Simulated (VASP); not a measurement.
# BN (BN (P6_3/mmc)) (Cmcm) in VASP: settings compared

The runs below take BN (BN (P6_3/mmc)) through single point, with PBE, LDA.

All numbers are computed with VASP 6.6.1; they aren't measurements. Logs are shortened: lines on timing, memory, paths and dates and some standing lists are left out, and cuts for length are marked.

## Step 1: The cell of the first run

The typed cell holds 36 atoms: a = 7.465 Å, b = 7.465 Å, c = 6.495 Å, α = 90.00°, β = 90.00°, γ = 120.00°.

## Step 2: Single point, PBE

File INCAR:

```
ALGO     = Normal         # electronic algorithm
EDIFF    = 1E-6           # SCF threshold, eV
ENCUT    = 600            # plane-wave cutoff, eV
GGA      = PE             # functional
GGA_COMPAT= F            
ISIF     = 2              # what is computed and relaxed
ISMEAR   = -1             # smearing method
LASPH    = T              # aspherical terms in the spheres
LCHARG   = F              # write CHGCAR
LREAL    = Auto         
LWAVE    = F              # write WAVECAR
NBANDS   = 96             # bands
NELM     = 120            # most SCF steps
PREC     = Accurate       # precision mode
SIGMA    = 0.01           # smearing width, eV
```

File KPOINTS:

```
k-points
0
Gamma
  1 1 1
```

File POSCAR:

```
BN
1.0
    7.4650312800      0.0000000000      0.0000000000
   -3.7325156400      6.4649067300      0.0000000000
    0.0000000000      0.0000000000      6.4954828800
B N
18 18
Direct
    0.1111968454      0.2221364880      0.2500000000
    0.2221364880      0.1111968454      0.7500000000
    0.1111968454      0.5554698213      0.2500000000
    0.2221364880      0.4445301787      0.7500000000
    0.1111968454      0.8888031546      0.2500000000
    0.2221364880      0.7778635120      0.7500000000
    0.4445301787      0.2221364880      0.2500000000
    0.5554698213      0.1111968454      0.7500000000
    0.4445301787      0.5554698213      0.2500000000
    0.5554698213      0.4445301787      0.7500000000
    0.4445301787      0.8888031546      0.2500000000
    0.5554698213      0.7778635120      0.7500000000
    0.7778635120      0.2221364880      0.2500000000
    0.8888031546      0.1111968454      0.7500000000
    0.7778635120      0.5554698213      0.2500000000
    0.8888031546      0.4445301787      0.7500000000
    0.7778635120      0.8888031546      0.2500000000
    0.8888031546      0.7778635120      0.7500000000
    0.1114069264      0.2219264070      0.7500000000
    0.2219264070      0.1114069264      0.2500000000
    0.1114069264      0.5552597403      0.7500000000
    0.2219264070      0.4447402597      0.2500000000
    0.1114069264      0.8885930736      0.7500000000
    0.2219264070      0.7780735930      0.2500000000
    0.4447402597      0.2219264070      0.7500000000
    0.5552597403      0.1114069264      0.2500000000
    0.4447402597      0.5552597403      0.7500000000
    0.5552597403      0.4447402597      0.2500000000
    0.4447402597      0.8885930736      0.7500000000
    0.5552597403      0.7780735930      0.2500000000
    0.7780735930      0.2219264070      0.7500000000
    0.8885930736      0.1114069264      0.2500000000
    0.7780735930      0.5552597403      0.7500000000
    0.8885930736      0.4447402597      0.2500000000
    0.7780735930      0.8885930736      0.7500000000
    0.8885930736      0.7780735930      0.2500000000
```

Potentials or basis: VASP PAW PBE potentials, release 64 (B, N).

On the command line:

```bash
$ cat potpaw_PBE.64/B/POTCAR potpaw_PBE.64/N/POTCAR > POTCAR
$ mpirun -np 1 vasp_gam > vasp.out
```

OUTCAR:

```text
EDIFF = 1E-6
   ENCUT = 600
   GGA = PE
   ISIF = 2
   ISMEAR = -1
   LASPH = T
   LREAL = Auto
   NELM = 120
   PREC = Accurate

 ion  position               nearest neighbor table
   1  0.111  0.222  0.250-  20 1.43  22 1.44  32 1.44
   2  0.222  0.111  0.750-  19 1.43  25 1.44  23 1.44
   3  0.111  0.555  0.250-  22 1.43  24 1.44  34 1.44
   4  0.222  0.445  0.750-  21 1.43  27 1.44  19 1.44
   5  0.111  0.889  0.250-  24 1.43  36 1.44  20 1.44
   6  0.222  0.778  0.750-  23 1.43  29 1.44  21 1.44
[... 28 lines left out ...]
  35  0.778  0.889  0.750-  18 1.43  12 1.44  14 1.44
  36  0.889  0.778  0.250-  17 1.43  15 1.44   5 1.44

  LATTYP: Found a hexagonal cell.
 ALAT       =     7.4650312800
 C/A-ratio  =     0.8701213212

  Lattice vectors:

 A1 = (   7.4650312800,   0.0000000000,   0.0000000000)
 A2 = (  -3.7325156400,   6.4649067300,   0.0000000000)
 A3 = (   0.0000000000,   0.0000000000,   6.4954828800)

Analysis of symmetry for initial positions (statically):
=====================================================================
 Subroutine PRICEL returns following result:

  LATTYP: Found a hexagonal cell.
 ALAT       =     2.4883437598
 C/A-ratio  =     2.6103639638

  Lattice vectors:

 A1 = (   2.4883437598,   0.0000000000,   0.0000000000)
 A2 = (  -1.2441718802,   2.1549689104,   0.0000000000)
 A3 = (   0.0000000000,   0.0000000000,   6.4954828800)

   9 primitive cells build up your supercell.

 Routine SETGRP: Setting up the symmetry group for a
 hexagonal supercell.

 Subroutine GETGRP returns: Found  8 space group operations
 (whereof  4 operations were pure point group operations)
 out of a pool of 24 trial point group operations.

The static configuration has the point symmetry C_2h.
 The point group associated with its full space group is D_2h.

Analysis of symmetry for dynamics (positions and initial velocities):
=====================================================================
 Subroutine PRICEL returns following result:

  LATTYP: Found a hexagonal cell.
 ALAT       =     2.4883437598
 C/A-ratio  =     2.6103639638

  Lattice vectors:

 A1 = (   2.4883437598,   0.0000000000,   0.0000000000)
 A2 = (  -1.2441718802,   2.1549689104,   0.0000000000)
 A3 = (   0.0000000000,   0.0000000000,   6.4954828800)

   9 primitive cells build up your supercell.

 Routine SETGRP: Setting up the symmetry group for a
 hexagonal supercell.

 Subroutine GETGRP returns: Found  8 space group operations
 (whereof  4 operations were pure point group operations)
 out of a pool of 24 trial point group operations.

The dynamic configuration has the point symmetry C_2h.
 The point group associated with its full space group is D_2h.

 Subroutine INISYM returns: Found  8 space group operations
 (whereof  4 operations are pure point group operations),
 and found     9 'primitive' translations

----------------------------------------------------------------------------------------

                                     Primitive cell

  volume of cell :      34.8308

  direct lattice vectors                    reciprocal lattice vectors
     2.488343760  0.000000000  0.000000000     0.401873735  0.232021909  0.000000000
    -1.244171880  2.154968910  0.000000000     0.000000000  0.464043818  0.000000000
     0.000000000  0.000000000  6.495482880     0.000000000  0.000000000  0.153953142

  length of vectors
     2.488343760  2.488343761  6.495482880     0.464043818  0.464043818  0.153953142

  position of ions in fractional coordinates (direct lattice)
     0.333590536  0.666409464  0.250000000
     0.666409464  0.333590536  0.750000000
     0.334220779  0.665779221  0.750000000
     0.665779221  0.334220779  0.250000000

  ion indices of the primitive-cell ions
   primitive index   ion index
                 1           1
                 2           2
                 3          19
                 4          20

----------------------------------------------------------------------------------------

 KPOINTS: k-points

Automatic generation of k-mesh.
 Grid dimensions read from file:
 generate k-points for:    1    1    1

 Generating k-lattice:

  Cartesian coordinates                     Fractional coordinates (reciprocal lattice)
     0.133957912  0.077340636  0.000000000     1.000000000  0.000000000  0.000000000
     0.000000000  0.154681273  0.000000000     0.000000000  1.000000000  0.000000000
     0.000000000  0.000000000  0.153953142     0.000000000  0.000000000  1.000000000

  Length of vectors
     0.154681273  0.154681273  0.153953142

  Shift w.r.t. Gamma in fractional coordinates (k-lattice)
     0.000000000  0.000000000  0.000000000

 Subroutine IBZKPT returns following result:
 ===========================================

 Found      1 irreducible k-points:

 Following reciprocal coordinates:
            Coordinates               Weight
  0.000000  0.000000  0.000000      1.000000
   k-points           NKPTS =      1   k-points in BZ     NKDIM =      1   number of bands    NBANDS=     96
   number of dos      NEDOS =    301   number of ions     NIONS =     36
   total plane-waves  NPLWV = 194400
   dimension x,y,z NGX =    60 NGY =   60 NGZ =   54
   dimension x,y,z NGXF=   120 NGYF=  120 NGZF=  108
   ions per type =              18  18
   NGX,Y,Z   is equivalent  to a cutoff of  13.36, 13.36, 13.82 a.u.
   NGXF,Y,Z  is equivalent  to a cutoff of  26.72, 26.72, 27.64 a.u.
 SYSTEM =  unknown system
   PREC   = accura    normal or accurate (medium, high low for compatibility)
   ISTART =      0    job   : 0-new  1-cont  2-samecut
   ICHARG =      2    charge: 1-file 2-atom 10-const
   ISPIN  =      1    spin polarized calculation?
   LNONCOLLINEAR =      F non collinear calculations
   LSORBIT =      F    spin-orbit coupling
   LASPH  =      T    aspherical Exc in radial PAW
   ENCUT  =  600.0 eV  44.10 Ry    6.64 a.u.  14.91 14.91 12.97*2*pi/ulx,y,z
   NELM   =    120;   NELMIN=  2; NELMDL= -5     # of ELM steps
   EDIFF  = 0.1E-05   stopping-criterion for ELM
   LREAL  =      T    real-space projection
   EDIFFG = 0.1E-04   stopping-criterion for IOM
   NSW    =      0    number of steps for IOM
   IBRION =     -1    ionic relax: 0-MD 1-quasi-New 2-CG
   NFREE  =      0    steps in history (QN), initial steepest desc. (CG)
   ISIF   =      2    stress and relaxation
   ISYM   =      2    0-nonsym 1-usesym 2-fastsym
   POTIM  = 0.5000    time-step for ionic-motion
   TEBEG  =    0.0;   TEEND  =   0.0 temperature during run
   PSTRESS=    0.0 pullay stress
   NELECT =     144.0000    total number of electrons
   NUPDOWN=      -1.0000    fix difference up-down
   EMIN   =  10.00;   EMAX   =-10.00  energy-range for DOS
   EFERMI =   0.00;   METHOD = LEGACY
   ISMEAR =    -1;   SIGMA  =   0.01  broadening in eV -4-tet -1-fermi 0-gaus
   EFERMI_NEDOS =   21; number of points for ismear=-14 and -15
   IALGO  =     38    algorithm
   IMIX   =      4    mixing-type and parameters
     AMIX     =   0.40;   BMIX     =  1.00
     AMIX_MAG =   1.60;   BMIX_MAG =  1.00
  volume/ion in A,a.u.               =       8.71        58.76
  Fermi-wavevector in a.u.,A,eV,Ry     =   1.263166  2.387038 21.709310  1.595589
  Thomas-Fermi vector in A             =   2.396537
   LORBIT       =      0    0 simple, 1 ext, 2 COOP (PROOUT), +10 PAW based schemes
   GGA     = PE    functional components
   LHFCALC =     F    Hartree Fock is set to
   AEXX    =    0.0000 exact exchange contribution
   IVDW    =     0    specifies the selected vdW correction
   LEPSILON=     F    determine dielectric tensor
   LRPA    =     F    only Hartree local field effects (RPA)
 non-spin polarized calculation
  energy-cutoff  :      600.00
  volume of cell :      313.48
 maximum number of plane-waves:      5218
 NGX is ok and might be reduce to    60
   NGX = 29   NGY = 29   NGZ = 25

 number of electron     143.9999978 magnetization

 Free energy of the ion-electron system (eV)
  ---------------------------------------------------
  ext. energy  EPLUGINS =         0.00000000
  ---------------------------------------------------
  free energy    TOTEN  =      -313.37097579 eV

  energy without entropy =     -313.37097579  energy(sigma->0) =     -313.37097579

 E-fermi :   2.7974     XC(G=0): -10.2267

 val. band max:        2.5168033525   @ k =   0.0000   0.0000   0.0000
 cond. band min:       7.4889194066   @ k =   0.0000   0.0000   0.0000
 fundamental gap:      4.9721160541
 Fermi energy:         2.7974268722

 k-point     1 :       0.0000    0.0000    0.0000
  band No.  band energies     occupation
      1     -15.3324      2.00000
      2     -14.9844      2.00000
      3     -13.3066      2.00000
      4     -13.3066      2.00000
      5     -13.3013      2.00000
      6     -13.3013      2.00000
[... 76 lines left out ...]
     83       9.5215      0.00000
     84      10.4371      0.00000
 [bands above 84 left out]

------------------------ aborting loop because EDIFF is reached ----------------------------------------

  FORCE on cell =-STRESS in cart. coord.  units (eV):
  Direction    XX          YY          ZZ          XY          YZ          ZX
  --------------------------------------------------------------------------------------
  -------------------------------------------------------------------------------------
  Total       21.4339240     20.2368156     11.8139820     -1.0367264      0.0000000      0.0000000
  in kB      109.5486252    103.4302128     60.3811735     -5.2987007      0.0000000      0.0000000
  external PRESSURE =      91.1200038 kB  Pullay stress =       0.0000000 kB

 VOLUME and BASIS-vectors are now :
 -----------------------------------------------------------------------------
  energy-cutoff  :      600.00
  volume of cell :      313.48
      direct lattice vectors                 reciprocal lattice vectors
     7.465031280  0.000000000  0.000000000     0.133957912  0.077340636  0.000000000
    -3.732515640  6.464906730  0.000000000     0.000000000  0.154681273  0.000000000
     0.000000000  0.000000000  6.495482880     0.000000000  0.000000000  0.153953142

 POSITION                                       TOTAL-FORCE (eV/Angst)
 -----------------------------------------------------------------------------------
      0.00096      1.43609      1.62387        -0.186830      0.107866      0.000000
      1.24321      0.71888      4.87161         0.186830     -0.107866     -0.000000
     -1.24321      3.59106      1.62387        -0.186830      0.107866      0.000000
     -0.00096      2.87385      4.87161         0.186830     -0.107866     -0.000000
     -2.48738      5.74603      1.62387        -0.186830      0.107866      0.000000
     -1.24513      5.02882      4.87161         0.186830     -0.107866     -0.000000
[... 28 lines left out ...]
      2.49166      5.74467      4.87161        -0.191678      0.110665      0.000000
      3.72920      5.03017      1.62387         0.191678     -0.110665      0.000000
 -----------------------------------------------------------------------------------
    total drift:                               -0.000000      0.000000      0.000000

  FREE ENERGIE OF THE ION-ELECTRON SYSTEM (eV)
  ---------------------------------------------------
  free  energy   TOTEN  =      -313.3709757933 eV

  energy  without entropy=     -313.3709757933  energy(sigma->0) =     -313.37097579
```

Run time: 36 s. Hardware: 1 thread of Intel Xeon 6975P-C (Granite Rapids), shared host; peak memory 0.41 GiB.

Results:

```
Free energy            : -313.3710 eV
Pressure               : 9.1 GPa
Largest force          : 0.221 eV/Å
Band gap on the k mesh : 4.97 eV
```

Forces in eV/Å, atoms in the order of the input:
```
B   -0.187  0.108  0.000
B    0.187 -0.108  0.000
B   -0.187  0.108  0.000
B    0.187 -0.108  0.000
B   -0.187  0.108  0.000
B    0.187 -0.108  0.000
B   -0.187  0.108  0.000
B    0.187 -0.108  0.000
B   -0.187  0.108  0.000
B    0.187 -0.108  0.000
B   -0.187  0.108  0.000
B    0.187 -0.108  0.000
B   -0.187  0.108  0.000
B    0.187 -0.108  0.000
B   -0.187  0.108  0.000
B    0.187 -0.108  0.000
B   -0.187  0.108  0.000
B    0.187 -0.108  0.000
N   -0.192  0.111  0.000
N    0.192 -0.111  0.000
N   -0.192  0.111  0.000
N    0.192 -0.111  0.000
N   -0.192  0.111  0.000
N    0.192 -0.111  0.000
N   -0.192  0.111  0.000
N    0.192 -0.111  0.000
N   -0.192  0.111  0.000
N    0.192 -0.111  0.000
N   -0.192  0.111  0.000
N    0.192 -0.111  0.000
N   -0.192  0.111  0.000
N    0.192 -0.111  0.000
N   -0.192  0.111  0.000
N    0.192 -0.111  0.000
N   -0.192  0.111  0.000
N    0.192 -0.111  0.000
```

Stress tensor (GPa, compression positive):
```
10.95 -0.53  0.00
-0.53 10.34  0.00
 0.00  0.00  6.04
```

Caveat: the k points lie up to 0.97 Å⁻¹ apart; this functional lacks dispersion, which binds the layers, so the pressure and a relaxed spacing across them are unreliable.

## Step 3: Single point, LDA

File INCAR:

```
  PREC = Accurate
  ENCUT = 600
  EDIFF = 1E-6
  ISMEAR = -1
  SIGMA = 0.01
  LREAL = Auto
  LASPH = T
  NELM = 120
  ALGO = Normal
  ISIF = 2
  LWAVE = F
  LCHARG = T
  GGA = CA
  LELF = T
  LVHAR = T
  NBANDS = 96
  GGA_COMPAT = F
```

File KPOINTS:

```
Automatic mesh
0
Gamma
  1 1 1
  0.25 0.25 0.25
```

POSCAR is that of step 2.

Potentials or basis: VASP PAW LDA potentials, release 64 (B, N).

On the command line:

```bash
$ cat potpaw_LDA.64/B/POTCAR potpaw_LDA.64/N/POTCAR > POTCAR
$ mpirun -np 1 vasp_std > vasp.out
```

OUTCAR:

```text
PREC = Accurate
   ENCUT = 600
   EDIFF = 1E-6
   ISMEAR = -1
   LREAL = Auto
   LASPH = T
   NELM = 120
   ISIF = 2
   GGA = CA

 ion  position               nearest neighbor table
   1  0.111  0.222  0.250-  20 1.43  22 1.44  32 1.44
   2  0.222  0.111  0.750-  19 1.43  25 1.44  23 1.44
   3  0.111  0.555  0.250-  22 1.43  24 1.44  34 1.44
   4  0.222  0.445  0.750-  21 1.43  27 1.44  19 1.44
   5  0.111  0.889  0.250-  24 1.43  36 1.44  20 1.44
   6  0.222  0.778  0.750-  23 1.43  29 1.44  21 1.44
[... 407 lines left out ...]
  Total        2.8808172      1.6290216     -0.6082976     -1.0840868      0.0000000     -0.0000000
  in kB       14.7238353      8.3259173     -3.1090045     -5.5407595      0.0000000     -0.0000000
  external PRESSURE =       6.6469161 kB  Pullay stress =       0.0000000 kB

 VOLUME and BASIS-vectors are now :
 -----------------------------------------------------------------------------
  energy-cutoff  :      600.00
  volume of cell :      313.48
      direct lattice vectors                 reciprocal lattice vectors
     7.465031280  0.000000000  0.000000000     0.133957912  0.077340636  0.000000000
    -3.732515640  6.464906730  0.000000000     0.000000000  0.154681273  0.000000000
     0.000000000  0.000000000  6.495482880     0.000000000  0.000000000  0.153953142

 POSITION                                       TOTAL-FORCE (eV/Angst)
 -----------------------------------------------------------------------------------
      0.00096      1.43609      1.62387        -0.183062      0.105691      0.000000
      1.24321      0.71888      4.87161         0.183062     -0.105691      0.000000
     -1.24321      3.59106      1.62387        -0.183062      0.105691      0.000000
     -0.00096      2.87385      4.87161         0.183062     -0.105691      0.000000
     -2.48738      5.74603      1.62387        -0.183062      0.105691      0.000000
     -1.24513      5.02882      4.87161         0.183062     -0.105691      0.000000
[... 28 lines left out ...]
      2.49166      5.74467      4.87161        -0.184914      0.106760     -0.000000
      3.72920      5.03017      1.62387         0.184914     -0.106760     -0.000000
 -----------------------------------------------------------------------------------
    total drift:                               -0.000000      0.000000      0.000000

  FREE ENERGIE OF THE ION-ELECTRON SYSTEM (eV)
  ---------------------------------------------------
  free  energy   TOTEN  =      -347.7283796768 eV

  energy  without entropy=     -347.7283796768  energy(sigma->0) =     -347.72837968
```

Wall time 58 s (1 thread of Intel Xeon 6975P-C (Granite Rapids), shared host); peak memory 0.34 GiB.

What came out:

```yaml
Free_energy: -347.7284 eV
Pressure: 0.7 GPa
Largest_force: 0.214 eV/Å
Band_gap_on_the_k_mesh: 4.62 eV
```

Forces on the atoms (eV/Å):
```
B   -0.183  0.106  0.000
B    0.183 -0.106  0.000
B   -0.183  0.106  0.000
B    0.183 -0.106  0.000
B   -0.183  0.106  0.000
B    0.183 -0.106  0.000
B   -0.183  0.106  0.000
B    0.183 -0.106  0.000
B   -0.183  0.106  0.000
B    0.183 -0.106  0.000
B   -0.183  0.106  0.000
B    0.183 -0.106  0.000
B   -0.183  0.106  0.000
B    0.183 -0.106  0.000
B   -0.183  0.106  0.000
B    0.183 -0.106  0.000
B   -0.183  0.106  0.000
B    0.183 -0.106  0.000
N   -0.185  0.107  0.000
N    0.185 -0.107  0.000
N   -0.185  0.107  0.000
N    0.185 -0.107  0.000
N   -0.185  0.107  0.000
N    0.185 -0.107  0.000
N   -0.185  0.107  0.000
N    0.185 -0.107  0.000
N   -0.185  0.107  0.000
N    0.185 -0.107  0.000
N   -0.185  0.107  0.000
N    0.185 -0.107  0.000
N   -0.185  0.107  0.000
N    0.185 -0.107  0.000
N   -0.185  0.107  0.000
N    0.185 -0.107  0.000
N   -0.185  0.107  0.000
N    0.185 -0.107  0.000
```

Stress tensor (GPa, compression positive):
```
 1.47 -0.55  0.00
-0.55  0.83  0.00
 0.00  0.00 -0.31
```

Levels at points of the mesh, in eV from the valence-band top:
```
           k point  band 69  band 70  band 71  band 72  band 73  band 74  band 75  band 76
(0.25, 0.25, 0.25)    -0.41    -0.33    -0.33     0.00     4.62     4.70     4.70     5.39
```

Caveat: the k points lie up to 0.97 Å⁻¹ apart. A k mesh can miss the band edges.
